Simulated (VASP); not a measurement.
Wanted: the native input for a VASP 6.6.1 run.

- Task: single point
- Functional: PBE
- Potentials or basis: VASP PAW PBE potentials, release 64 (Bi_d, Te)
- Cutoff: 520 eV
- k mesh: 6 × 6 × 6
- Occupations: gaussian, width 0.1 eV
- Spin: no spin polarisation
- Dipole correction: no
- Further INCAR settings: ALGO = Normal; EDIFF = 1e-06; NBANDS = 32

The structure of Bi2Te3 lies in POSCAR:

```
Bi2Te3
1.0
    2.1930005584      1.2661294627     10.1656700000
   -2.1930005584      1.2661294627     10.1656700000
    0.0000000000     -2.5322589254     10.1656700000
Bi Te
2 3
Direct
    0.4000000000      0.4000000000      0.4000000000
    0.6000000000      0.6000000000      0.6000000000
    0.0000000000      0.0000000000      0.0000000000
    0.2095000000      0.2095000000      0.2095000000
    0.7905000000      0.7905000000      0.7905000000
```

One way to write it, as run:

INCAR

```
PREC = Accurate
ENCUT = 520
EDIFF = 1E-6
ISMEAR = 0
SIGMA = 0.1
LREAL = F
LASPH = T
NELM = 80
ALGO = Normal
ISIF = 2
LWAVE = F
LCHARG = F
GGA = PE
NBANDS = 32
```

KPOINTS

```
regular mesh
0
Gamma
  6 6 6
```

Potentials or basis: VASP PAW PBE potentials, release 64 (Bi_d, Te).

Run with:

```sh
$ cat potpaw_PBE.64/Bi_d/POTCAR potpaw_PBE.64/Te/POTCAR > POTCAR
$ mpirun -np 1 vasp_std > vasp.out
```

Results of the run:

```yaml
Pressure: 1.9 GPa
Largest_force: 0.025 eV/Å
Band_gap_on_the_k_mesh: 0.28 eV, direct
```

Caveat: spin-orbit coupling is left out, which moves the levels of the heavy elements.

Run time: 7.8 min on 1 thread of Intel(R) Xeon(R) 6975P-C (Granite Rapids) (shared host), peak memory 0.92 GiB.
